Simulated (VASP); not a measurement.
**HfO2: single point with PBEsol**

The system is HfO2.

```xyz
3
Lattice="-0.1988 2.4267 2.4267 2.4267 -0.1988 2.4267 2.4267 2.4267 -0.1988" Properties=species:S:1:pos:R:3 pbc="T T T"
Hf    0.0000    0.0000    0.0000
O     1.1636    1.1636    1.1636
O     3.4909    3.4909    3.4909
```

```
Program             : VASP 6.6.1
Task                : single point
Functional          : PBEsol
Potentials or basis : VASP PAW PBE potentials, release 64 (Hf_pv, O)
Cutoff              : 520 eV
k mesh              : 8 × 8 × 8
Occupations         : gaussian, width 0.05 eV
Spin                : no spin polarisation
```

```yaml
Pressure: 1.8 GPa
Largest_force: 1.672 eV/Å
Band_gap_on_the_k_mesh: 3.87 eV, direct
```

Forces in eV/Å, atoms in the order of the input:
```
Hf   0.000  0.000  0.000
O    0.965  0.965  0.965
O   -0.965 -0.965 -0.965
```

Stress tensor (GPa, compression positive):
```
 1.78 11.79 11.79
11.79  1.78 11.79
11.79 11.79  1.78
```

Levels at points of the mesh, in eV from the valence-band top:
```csv
k point,band 7,band 8,band 9,band 10,band 11,band 12,band 13,band 14,band 15,band 16
"(0.00, 0.00, 0.00)",-5.56,-5.32,-0.58,-0.58,-0.57,3.98,3.98,5.76,10.15,10.15
"(0.50, 0.00, 0.00)",-4.40,-3.04,-2.85,-1.99,-1.47,4.27,5.10,6.77,9.11,9.14
"(0.50, 0.50, 0.00)",-3.78,-3.06,-2.10,-1.13,0.00,3.87,5.78,6.39,7.59,9.39
"(0.50, 0.50, 0.50)",-4.28,-3.52,-2.45,-2.00,-2.00,5.06,5.06,8.18,8.86,8.86
```

It took 31 s on 1 thread of AMD EPYC 7R43 64-Core Processor (Zen 3), on a shared host, peak memory 0.14 GiB.

Caveat: the PAW data sets were made with another functional, which shifts forces and pressure a little; spin-orbit coupling is left out, which moves the levels of the heavy elements. A k mesh can miss the band edges.
